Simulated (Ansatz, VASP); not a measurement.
**Ga in VASP and in Ansatz**

File INCAR:

```
PREC     = Accurate       # precision mode
ENCUT    = 520            # plane-wave cutoff, eV
EDIFF    = 1E-6           # SCF threshold, eV
ISMEAR   = 0              # smearing method
SIGMA    = 0.15           # smearing width, eV
LREAL    = F              # projectors in reciprocal space
LASPH    = T              # aspherical terms in the spheres
NELM     = 80             # most SCF steps
ALGO     = Fast           # electronic algorithm
ISIF     = 2              # what is computed and relaxed
LWAVE    = F              # write WAVECAR
LCHARG   = F              # write CHGCAR
GGA      = PS             # functional
NBANDS   = 12             # bands
```

File KPOINTS:

```
Automatic mesh
0
Gamma
  24 24 24
```

File POSCAR:

```
Ga
1.0
   -1.4461200000      1.4461200000      2.1955650000
    1.4461200000     -1.4461200000      2.1955650000
    1.4461200000      1.4461200000     -2.1955650000
Ga
1
Direct
    0.0000000000      0.0000000000      0.0000000000
```

Input for Ansatz:

```yaml
crystal:
  lattice:
    - [-1.44612, 1.44612, 2.195565]
    - [1.44612, -1.44612, 2.195565]
    - [1.44612, 1.44612, -2.195565]
  atoms:
    - { symbol: Ga, position: [0.0, 0.0, 0.0] }
basis:
  ecutwfc: 420
kpoints:
  mp_grid: { grid: [24, 24, 24] }
hamiltonian:
  xc: pbesol
scf:
  occupations: { method: gaussian, width: 0.15 }
output:
  forces: true
  stress: true
  eigenvalues: true
```

Change from the starting cell: strain +0.030 along x and y, -0.015 along z, atoms carried along.

Alike in both runs: task single point; functional PBEsol; k mesh 24 × 24 × 24; occupations gaussian, width 0.15 eV; no spin polarisation.

```csv
,VASP,Ansatz
version,VASP 6.6.1,Ansatz 0.2.0
potentials or method,"VASP PAW PBE potentials, release 64 (Ga_d), cutoff 520 eV","scalar-relativistic, plane waves, PAW"
valence electrons in the cell,13,13
```

Ansatz gave:

* gap on the k mesh at the Fermi level (eV): none
* pressure (GPa): -2.0
* traceless stress, the component that is largest in VASP (GPa): 0.18

Question: Estimate VASP's values.

Answer: gap on the k mesh at the Fermi level (eV): none; pressure (GPa): -1.9; traceless stress, the component that is largest in VASP (GPa): 0.17.

VASP's potentials were made for PBE, not for PBEsol. A gap of «none» marks a metal or a gap that the smearing closes.
